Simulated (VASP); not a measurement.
# BN (Cmcm) in VASP: notebook

BN is run at these levels: PBE, r2SCAN, LDA; tasks: single point.

Everything below comes from runs of VASP 6.6.1. Logs are shortened: lines on timing, memory, paths and dates and some standing lists are left out, and cuts for length are marked.

### 1 The cell of the first run

The typed cell holds 4 atoms: a = 2.488 Å, b = 2.488 Å, c = 6.495 Å, α = 90.00°, β = 90.00°, γ = 120.00°.

### 2 Single point, PBE

Input file INCAR:

```
PREC = Accurate
ENCUT = 600
EDIFF = 1E-6
ISMEAR = 0
SIGMA = 0.01
LREAL = F
LASPH = T
NELM = 120
ALGO = Normal
ISIF = 2
LWAVE = F
LCHARG = F
GGA = PE
NBANDS = 16
ISYM = 0
GGA_COMPAT = F
```

Input file KPOINTS:

```
Automatic mesh
0
Gamma
  3 3 1
  0.25 0.25 0.25
```

Input file POSCAR:

```
BN
1.0
    2.4883437600      0.0000000000      0.0000000000
   -1.2441718800      2.1549689100      0.0000000000
    0.0000000000      0.0000000000      6.4954828800
B N
2 2
Direct
    0.3335905391      0.6664094609      0.2500000000
    0.6664094609      0.3335905391      0.7500000000
    0.3342207761      0.6657792239      0.7500000000
    0.6657792239      0.3342207761      0.2500000000
```

Potentials or basis: VASP PAW PBE potentials, release 64 (B, N).

Launch:

```console
$ cat potpaw_PBE.64/B/POTCAR potpaw_PBE.64/N/POTCAR > POTCAR
$ mpirun -np 1 vasp_std > vasp.out
```

OUTCAR:

```text
PREC = Accurate
   ENCUT = 600
   EDIFF = 1E-6
   ISMEAR = 0
   LREAL = F
   LASPH = T
   NELM = 120
   ISIF = 2
   GGA = PE
   ISYM = 0

 ion  position               nearest neighbor table
   1  0.334  0.666  0.250-   4 1.43   4 1.44   4 1.44
   2  0.666  0.334  0.750-   3 1.43   3 1.44   3 1.44
   3  0.334  0.666  0.750-   2 1.43   2 1.44   2 1.44
   4  0.666  0.334  0.250-   1 1.43   1 1.44   1 1.44

IMPORTANT INFORMATION: All symmetrisations will be switched off!
NOSYMM: (Re-)initialisation of all symmetry stuff for point group C_1.

----------------------------------------------------------------------------------------

                                     Primitive cell

  volume of cell :      34.8308

  direct lattice vectors                    reciprocal lattice vectors
     2.488343760  0.000000000  0.000000000     0.401873735  0.232021909  0.000000000
    -1.244171880  2.154968910  0.000000000     0.000000000  0.464043818  0.000000000
     0.000000000  0.000000000  6.495482880     0.000000000  0.000000000  0.153953142

  length of vectors
     2.488343760  2.488343760  6.495482880     0.464043818  0.464043818  0.153953142

  position of ions in fractional coordinates (direct lattice)
     0.333590539  0.666409461  0.250000000
     0.666409461  0.333590539  0.750000000
     0.334220776  0.665779224  0.750000000
     0.665779224  0.334220776  0.250000000

  ion indices of the primitive-cell ions
   primitive index   ion index
                 1           1
                 2           2
                 3           3
                 4           4

----------------------------------------------------------------------------------------

 KPOINTS: Automatic mesh

Automatic generation of k-mesh.
 Grid dimensions read from file:
 generate k-points for:    3    3    1

 Generating k-lattice:

  Cartesian coordinates                     Fractional coordinates (reciprocal lattice)
     0.133957912  0.077340636  0.000000000     0.333333333  0.000000000  0.000000000
     0.000000000  0.154681273  0.000000000     0.000000000  0.333333333  0.000000000
     0.000000000  0.000000000  0.153953142     0.000000000  0.000000000  1.000000000

  Length of vectors
     0.154681273  0.154681273  0.153953142

  Shift w.r.t. Gamma in fractional coordinates (k-lattice)
     0.250000000  0.250000000  0.250000000

 Subroutine IBZKPT returns following result:
 ===========================================

 Found     54 irreducible k-points:

 Following reciprocal coordinates:
            Coordinates               Weight
  0.083333  0.083333  0.250000      2.000000
 -0.083333  0.166667  0.250000      2.000000
 -0.166667  0.083333  0.250000      2.000000
 -0.083333 -0.083333  0.250000      2.000000
  0.083333 -0.166667  0.250000      2.000000
  0.166667 -0.083333  0.250000      2.000000
[... 16 lines left out ...]
  0.083333  0.166667  0.250000      2.000000
 -0.166667  0.250000  0.250000      2.000000
 [... further k-points ...]
   k-points           NKPTS =     54   k-points in BZ     NKDIM =     54   number of bands    NBANDS=     16
   number of dos      NEDOS =    301   number of ions     NIONS =      4
   total plane-waves  NPLWV =  21600
   dimension x,y,z NGX =    20 NGY =   20 NGZ =   54
   dimension x,y,z NGXF=    40 NGYF=   40 NGZF=  108
   ions per type =               2   2
   NGX,Y,Z   is equivalent  to a cutoff of  13.36, 13.36, 13.82 a.u.
   NGXF,Y,Z  is equivalent  to a cutoff of  26.72, 26.72, 27.64 a.u.
 SYSTEM =  unknown system
   PREC   = accura    normal or accurate (medium, high low for compatibility)
   ISTART =      0    job   : 0-new  1-cont  2-samecut
   ICHARG =      2    charge: 1-file 2-atom 10-const
   ISPIN  =      1    spin polarized calculation?
   LNONCOLLINEAR =      F non collinear calculations
   LSORBIT =      F    spin-orbit coupling
   LASPH  =      T    aspherical Exc in radial PAW
   ENCUT  =  600.0 eV  44.10 Ry    6.64 a.u.   4.97  4.97 12.97*2*pi/ulx,y,z
   NELM   =    120;   NELMIN=  2; NELMDL= -5     # of ELM steps
   EDIFF  = 0.1E-05   stopping-criterion for ELM
   LREAL  =      F    real-space projection
   EDIFFG = 0.1E-04   stopping-criterion for IOM
   NSW    =      0    number of steps for IOM
   IBRION =     -1    ionic relax: 0-MD 1-quasi-New 2-CG
   NFREE  =      0    steps in history (QN), initial steepest desc. (CG)
   ISIF   =      2    stress and relaxation
   ISYM   =      0    0-nonsym 1-usesym 2-fastsym
   POTIM  = 0.5000    time-step for ionic-motion
   TEBEG  =    0.0;   TEEND  =   0.0 temperature during run
   PSTRESS=    0.0 pullay stress
   NELECT =      16.0000    total number of electrons
   NUPDOWN=      -1.0000    fix difference up-down
   EMIN   =  10.00;   EMAX   =-10.00  energy-range for DOS
   EFERMI =   0.00;   METHOD = LEGACY
   ISMEAR =     0;   SIGMA  =   0.01  broadening in eV -4-tet -1-fermi 0-gaus
   EFERMI_NEDOS =   21; number of points for ismear=-14 and -15
   IALGO  =     38    algorithm
   IMIX   =      4    mixing-type and parameters
     AMIX     =   0.40;   BMIX     =  1.00
     AMIX_MAG =   1.60;   BMIX_MAG =  1.00
  volume/ion in A,a.u.               =       8.71        58.76
  Fermi-wavevector in a.u.,A,eV,Ry     =   1.263166  2.387038 21.709310  1.595589
  Thomas-Fermi vector in A             =   2.396537
   LORBIT       =      0    0 simple, 1 ext, 2 COOP (PROOUT), +10 PAW based schemes
   GGA     = PE    functional components
   LHFCALC =     F    Hartree Fock is set to
   AEXX    =    0.0000 exact exchange contribution
   IVDW    =     0    specifies the selected vdW correction
   LEPSILON=     F    determine dielectric tensor
   LRPA    =     F    only Hartree local field effects (RPA)
 non-spin polarized calculation
 Gauss-broadening in eV      SIGMA  =   0.01
  energy-cutoff  :      600.00
  volume of cell :       34.83
 maximum number of plane-waves:      1178
   NGX =  9   NGY =  9   NGZ = 25

 number of electron      15.9999998 magnetization

 Free energy of the ion-electron system (eV)
  ---------------------------------------------------
  ext. energy  EPLUGINS =         0.00000000
  ---------------------------------------------------
  free energy    TOTEN  =       -35.17712584 eV

  energy without entropy =      -35.17712584  energy(sigma->0) =      -35.17712584

 E-fermi :   2.3776     XC(G=0): -10.2548

 val. band max:        2.2877151685   @ k =   0.4167   0.4167   0.2500
 cond. band min:       7.0831591268   @ k =  -0.4167  -0.4167   0.2500
 fundamental gap:      4.7954439583
 Fermi energy:         2.3775578829

 k-point     1 :       0.0833    0.0833    0.2500
  band No.  band energies     occupation
      1     -14.9516      2.00000
      2     -14.7192      2.00000
      3      -3.0335      2.00000
      4      -1.4494      2.00000
      5      -0.2179      2.00000
      6      -0.1918      2.00000
[... 8 lines left out ...]
     15      15.9755      0.00000
     16      16.3968      0.00000

 k-point     2 :      -0.0833    0.1667    0.2500
  band No.  band energies     occupation
      1     -14.9525      2.00000
      2     -14.7202      2.00000
      3      -3.0325      2.00000
      4      -1.4486      2.00000
      5      -0.2840      2.00000
      6      -0.2540      2.00000
[... 8 lines left out ...]
     15      15.8260      0.00000
     16      16.3561      0.00000

 k-point     3 :      -0.1667    0.0833    0.2500
  band No.  band energies     occupation
      1     -14.9525      2.00000
      2     -14.7202      2.00000
      3      -3.0325      2.00000
      4      -1.4486      2.00000
      5      -0.2840      2.00000
      6      -0.2540      2.00000
[... 8 lines left out ...]
     15      15.8260      0.00000
     16      16.3561      0.00000

 k-point     4 :      -0.0833   -0.0833    0.2500
  band No.  band energies     occupation
      1     -14.9516      2.00000
      2     -14.7192      2.00000
      3      -3.0335      2.00000
      4      -1.4494      2.00000
      5      -0.2179      2.00000
      6      -0.1918      2.00000
[... 8 lines left out ...]
     15      15.9755      0.00000
     16      16.3968      0.00000

 k-point     5 :       0.0833   -0.1667    0.2500
  band No.  band energies     occupation
      1     -14.9525      2.00000
      2     -14.7202      2.00000
      3      -3.0325      2.00000
      4      -1.4486      2.00000
      5      -0.2840      2.00000
      6      -0.2540      2.00000
[... 8 lines left out ...]
     15      15.8260      0.00000
     16      16.3561      0.00000

 k-point     6 :       0.1667   -0.0833    0.2500
  band No.  band energies     occupation
      1     -14.9525      2.00000
      2     -14.7202      2.00000
      3      -3.0325      2.00000
      4      -1.4486      2.00000
      5      -0.2840      2.00000
      6      -0.2540      2.00000
[... 8 lines left out ...]
     15      15.8260      0.00000
     16      16.3561      0.00000

 k-point     7 :       0.4167    0.0833    0.2500
  band No.  band energies     occupation
      1     -12.1630      2.00000
      2     -12.0823      2.00000
      3      -6.2111      2.00000
      4      -6.1500      2.00000
      5      -2.0120      2.00000
      6      -1.9537      2.00000
[... 8 lines left out ...]
     15      18.1217      0.00000
     16      21.2133      0.00000

 k-point     8 :      -0.0833    0.5000    0.2500
  band No.  band energies     occupation
      1     -12.1640      2.00000
      2     -12.0833      2.00000
      3      -6.2104      2.00000
      4      -6.1494      2.00000
      5      -2.0115      2.00000
      6      -1.9531      2.00000
[... 8 lines left out ...]
     15      18.1212      0.00000
     16      21.2047      0.00000

 k-point     9 :       0.5000    0.4167    0.2500
  band No.  band energies     occupation
      1     -12.1724      2.00000
      2     -12.0938      2.00000
      3      -6.2237      2.00000
      4      -6.1670      2.00000
      5      -1.9703      2.00000
      6      -1.9115      2.00000
[... 8 lines left out ...]
     15      18.1307      0.00000
     16      21.2335      0.00000
[... 172 lines left out ...]
 k-point    19 :      -0.2500    0.0833    0.2500
  band No.  band energies     occupation
      1     -14.4253      2.00000
      2     -14.2085      2.00000
      3      -2.3247      2.00000
      4      -1.7643      2.00000
      5      -1.7435      2.00000
      6      -0.7576      2.00000
[... 8 lines left out ...]
     15      17.3287      0.00000
     16      17.5798      0.00000

 k-point    20 :      -0.0833   -0.1667    0.2500
  band No.  band energies     occupation
      1     -14.4238      2.00000
      2     -14.2069      2.00000
      3      -2.3254      2.00000
      4      -1.7411      2.00000
      5      -1.7196      2.00000
      6      -0.7606      2.00000
[... 8 lines left out ...]
     15      17.4401      0.00000
     16      17.6571      0.00000

 k-point    21 :       0.1667   -0.2500    0.2500
  band No.  band energies     occupation
      1     -14.4263      2.00000
      2     -14.2096      2.00000
      3      -2.3247      2.00000
      4      -1.7904      2.00000
      5      -1.7721      2.00000
      6      -0.7562      2.00000
[... 8 lines left out ...]
     15      17.2926      0.00000
     16      17.5560      0.00000

 k-point    22 :       0.2500   -0.0833    0.2500
  band No.  band energies     occupation
      1     -14.4253      2.00000
      2     -14.2085      2.00000
      3      -2.3247      2.00000
      4      -1.7643      2.00000
      5      -1.7435      2.00000
      6      -0.7576      2.00000
[... 8 lines left out ...]
     15      17.3287      0.00000
     16      17.5798      0.00000

 k-point    23 :       0.0833    0.1667    0.2500
  band No.  band energies     occupation
      1     -14.4238      2.00000
      2     -14.2069      2.00000
      3      -2.3254      2.00000
      4      -1.7411      2.00000
      5      -1.7196      2.00000
      6      -0.7606      2.00000
[... 8 lines left out ...]
     15      17.4401      0.00000
     16      17.6571      0.00000

 k-point    24 :      -0.1667    0.2500    0.2500
  band No.  band energies     occupation
      1     -14.4263      2.00000
      2     -14.2096      2.00000
      3      -2.3247      2.00000
      4      -1.7904      2.00000
      5      -1.7721      2.00000
      6      -0.7562      2.00000
[... 8 lines left out ...]
     15      17.2926      0.00000
     16      17.5560      0.00000

 [... further k-points ...]

------------------------ aborting loop because EDIFF is reached ----------------------------------------

  FORCE on cell =-STRESS in cart. coord.  units (eV):
  Direction    XX          YY          ZZ          XY          YZ          ZX
  --------------------------------------------------------------------------------------
  -------------------------------------------------------------------------------------
  Total        2.4928645      2.3480861      0.7693830     -0.1253796      0.0000010      0.0000001
  in kB      114.6691083    108.0094539     35.3907948     -5.7673263      0.0000454      0.0000031
  external PRESSURE =      86.0231190 kB  Pullay stress =       0.0000000 kB

 VOLUME and BASIS-vectors are now :
 -----------------------------------------------------------------------------
  energy-cutoff  :      600.00
  volume of cell :       34.83
      direct lattice vectors                 reciprocal lattice vectors
     2.488343760  0.000000000  0.000000000     0.401873735  0.232021909  0.000000000
    -1.244171880  2.154968910  0.000000000     0.000000000  0.464043818  0.000000000
     0.000000000  0.000000000  6.495482880     0.000000000  0.000000000  0.153953142

 POSITION                                       TOTAL-FORCE (eV/Angst)
 -----------------------------------------------------------------------------------
      0.00096      1.43609      1.62387        -0.187073      0.108007     -0.000000
      1.24321      0.71888      4.87161         0.187075     -0.108008     -0.000000
      0.00331      1.43473      4.87161        -0.187326      0.108153     -0.000000
      1.24086      0.72024      1.62387         0.187325     -0.108152      0.000001
 -----------------------------------------------------------------------------------
    total drift:                               -0.000001      0.000001      0.000001

  FREE ENERGIE OF THE ION-ELECTRON SYSTEM (eV)
  ---------------------------------------------------
  free  energy   TOTEN  =       -35.1771258424 eV

  energy  without entropy=      -35.1771258424  energy(sigma->0) =      -35.17712584
```

Run time: 37 s. Hardware: 1 thread of AMD EPYC 7R43 (Zen 3), shared host; peak memory 0.13 GiB.

What came out:

```yaml
Free_energy: -35.1771 eV
Pressure: 8.6 GPa
Largest_force: 0.216 eV/Å
Band_gap_on_the_k_mesh: 4.80 eV
```

Forces in eV/Å, atoms in the order of the input:
```
B   -0.187  0.108  0.000
B    0.187 -0.108  0.000
N   -0.187  0.108  0.000
N    0.187 -0.108  0.000
```

Caveat: the k points lie up to 0.97 Å⁻¹ apart; a shifted mesh leaves out Γ, where band edges can lie; this functional lacks dispersion, which binds the layers, so the pressure and a relaxed spacing across them are unreliable. A k mesh can miss the band edges.

### 3 Single point, r2SCAN

POSCAR is that of step 2.

Input file INCAR.step1:

```
ALGO = Normal
EDIFF = 1E-5
ENCUT = 660
GGA = PE
GGA_COMPAT = False
ISMEAR = -1
ISYM = 0
LASPH = True
LCHARG = False
LREAL = False
LWAVE = True
NBANDS = 16
NELM = 120
PREC = Accurate
SIGMA = 0.01
```

Input file INCAR.step2:

```
ALGO = Normal
EDIFF = 1E-6
ENCUT = 660
GGA_COMPAT = False
ISIF = 2
ISMEAR = -1
ISTART = 1
ISYM = 0
LASPH = True
LCHARG = False
LMIXTAU = True
LREAL = False
LWAVE = False
METAGGA = R2SCAN
NBANDS = 16
NELM = 120
PREC = Accurate
SIGMA = 0.01
```

KPOINTS is that of step 2.

Potentials or basis: VASP PAW PBE potentials, release 64 (B, N).

Launch:

```console
$ cat potpaw_PBE.64/B/POTCAR potpaw_PBE.64/N/POTCAR > POTCAR
$ cp INCAR.step1 INCAR
$ mpirun -np 1 vasp_std > vasp.out
$ cp INCAR.step2 INCAR
$ mpirun -np 1 vasp_std > vasp.out
```

OUTCAR:

```text
EDIFF = 1E-6
   ENCUT = 660
   ISIF = 2
   ISMEAR = -1
   ISTART = 1
   ISYM = 0
   LASPH = True
   LREAL = False
   METAGGA = R2SCAN
   NELM = 120
   PREC = Accurate

 ion  position               nearest neighbor table
   1  0.334  0.666  0.250-   4 1.43   4 1.44   4 1.44
   2  0.666  0.334  0.750-   3 1.43   3 1.44   3 1.44
   3  0.334  0.666  0.750-   2 1.43   2 1.44   2 1.44
[... 617 lines left out ...]

  FORCE on cell =-STRESS in cart. coord.  units (eV):
  Direction    XX          YY          ZZ          XY          YZ          ZX
  --------------------------------------------------------------------------------------
  -------------------------------------------------------------------------------------
  Total        1.5762445      1.4400745      0.3255602     -0.1179266     -0.0000000     -0.0000000
  in kB       72.5055627     66.2418881     14.9754217     -5.4244995     -0.0000001     -0.0000001
  external PRESSURE =      51.2409575 kB  Pullay stress =       0.0000000 kB

 VOLUME and BASIS-vectors are now :
 -----------------------------------------------------------------------------
  energy-cutoff  :      660.00
  volume of cell :       34.83
      direct lattice vectors                 reciprocal lattice vectors
     2.488343760  0.000000000  0.000000000     0.401873735  0.232021909  0.000000000
    -1.244171880  2.154968910  0.000000000     0.000000000  0.464043818  0.000000000
     0.000000000  0.000000000  6.495482880     0.000000000  0.000000000  0.153953142

 POSITION                                       TOTAL-FORCE (eV/Angst)
 -----------------------------------------------------------------------------------
      0.00096      1.43609      1.62387        -0.186926      0.107922      0.000000
      1.24321      0.71888      4.87161         0.186926     -0.107922      0.000000
      0.00331      1.43473      4.87161        -0.187299      0.108137      0.000000
      1.24086      0.72024      1.62387         0.187299     -0.108137     -0.000000
 -----------------------------------------------------------------------------------
    total drift:                                0.000000      0.000000     -0.000000

  FREE ENERGIE OF THE ION-ELECTRON SYSTEM (eV)
  ---------------------------------------------------
  free  energy   TOTEN  =       -38.6401068483 eV

  energy  without entropy=      -38.6401068483  energy(sigma->0) =      -38.64010685
```

OSZICAR.step1:

```text
N       E                     dE             d eps       ncg     rms          rms(c)
DAV:   1     0.625638181889E+02    0.62564E+02   -0.91743E+03  1728   0.112E+03
DAV:   2    -0.348796260101E+02   -0.97443E+02   -0.88296E+02  2376   0.271E+02
DAV:   3    -0.388008576223E+02   -0.39212E+01   -0.38991E+01  2240   0.544E+01
DAV:   4    -0.388255981821E+02   -0.24741E-01   -0.24735E-01  2168   0.438E+00
DAV:   5    -0.388258110212E+02   -0.21284E-03   -0.21284E-03  2288   0.394E-01    0.114E+01
DAV:   6    -0.355491086690E+02    0.32767E+01   -0.51971E+00  2400   0.194E+01    0.507E+00
DAV:   7    -0.352614418428E+02    0.28767E+00   -0.62880E-01  2496   0.597E+00    0.318E+00
DAV:   8    -0.351884083607E+02    0.73033E-01   -0.23777E-01  2392   0.340E+00    0.516E-01
DAV:   9    -0.351823195647E+02    0.60888E-02   -0.17958E-02  1856   0.122E+00    0.206E-01
DAV:  10    -0.351832168049E+02   -0.89724E-03   -0.13407E-03  2048   0.284E-01    0.369E-02
DAV:  11    -0.351833143403E+02   -0.97535E-04   -0.10644E-04  2232   0.879E-02    0.246E-02
DAV:  12    -0.351833251775E+02   -0.10837E-04   -0.27173E-05  2064   0.382E-02    0.291E-03
DAV:  13    -0.351833252671E+02   -0.89587E-07   -0.70217E-07  1120   0.665E-03
   1 F= -.35183325E+02 E0= -.35183325E+02  d E =-.181580E-15
```

It took 3.9 min on 1 thread of AMD EPYC 7R43 (Zen 3), shared host; peak memory 0.15 GiB.

Results:

- Free energy: -38.6401 eV
- Pressure: 5.1 GPa
- Largest force: 0.216 eV/Å
- Band gap on the k mesh: 5.45 eV

Forces in eV/Å, atoms in the order of the input:
```
B   -0.187  0.108  0.000
B    0.187 -0.108  0.000
N   -0.187  0.108  0.000
N    0.187 -0.108  0.000
```

Stress tensor (GPa, compression positive):
```
 7.25 -0.54  0.00
-0.54  6.62  0.00
 0.00  0.00  1.50
```

Caveat: the k points lie up to 0.97 Å⁻¹ apart; the PAW data sets were made with another functional, which shifts forces and pressure a little; a shifted mesh leaves out Γ, where band edges can lie.

[end of part 1 of 2]
